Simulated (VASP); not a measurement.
Here is a VASP 6.6.1 calculation.

Contents of POSCAR:

```
CuI
1.0
    0.0000000000      2.8561103477      2.8561103477
    2.8561103477      0.0000000000      2.8561103477
    2.8561103477      2.8561103477      0.0000000000
Cu I
1 1
Direct
    0.0000000000      0.0000000000      0.0000000000
    0.5000000000      0.5000000000      0.5000000000
```

File INCAR.step1:

```
SYSTEM = CuI
  PREC = Accurate
  ENCUT = 520
  ISMEAR = -1
  SIGMA = 0.02
  LREAL = .FALSE.
  LASPH = .TRUE.
  NELM = 80
  NBANDS = 16
  GGA = PE
  ALGO = Normal
  EDIFF = 1E-4
  LWAVE = .TRUE.
  LCHARG = .FALSE.
```

File INCAR.step2:

```
SYSTEM = CuI
  PREC = Accurate
  ENCUT = 520
  EDIFF = 1E-6
  ISMEAR = -1
  SIGMA = 0.02
  LREAL = .FALSE.
  LASPH = .TRUE.
  NELM = 80
  ALGO = Normal
  ISIF = 2
  LWAVE = .FALSE.
  LCHARG = .FALSE.
  METAGGA = R2SCAN
  LMIXTAU = .TRUE.
  NBANDS = 16
  ISTART = 1
```

Contents of KPOINTS:

```
regular mesh
0
G
  6 6 6
  0 0 0
```

Potentials or basis: VASP PAW PBE potentials, release 64 (Cu, I).

Command:

```bash
$ cat potpaw_PBE.64/Cu/POTCAR potpaw_PBE.64/I/POTCAR > POTCAR
$ cp INCAR.step1 INCAR
$ mpirun -np 1 vasp_std > vasp.out
$ cp INCAR.step2 INCAR
$ mpirun -np 1 vasp_std > vasp.out
```

Task: Estimate the band gap on the k mesh.

Result: Zero (band 9 reaches 6.14 eV, above the bottom of band 10 at 6.04 eV).

Task: What does it give for the pressure?

Result: -0.1 GPa.

Caveat: the PAW data sets were made with another functional, which shifts forces and pressure a little; spin-orbit coupling is left out, which moves the levels of the heavy elements; semilocal functionals often make such compounds metallic where correlation or magnetic order opens a gap, which also shifts bond lengths.
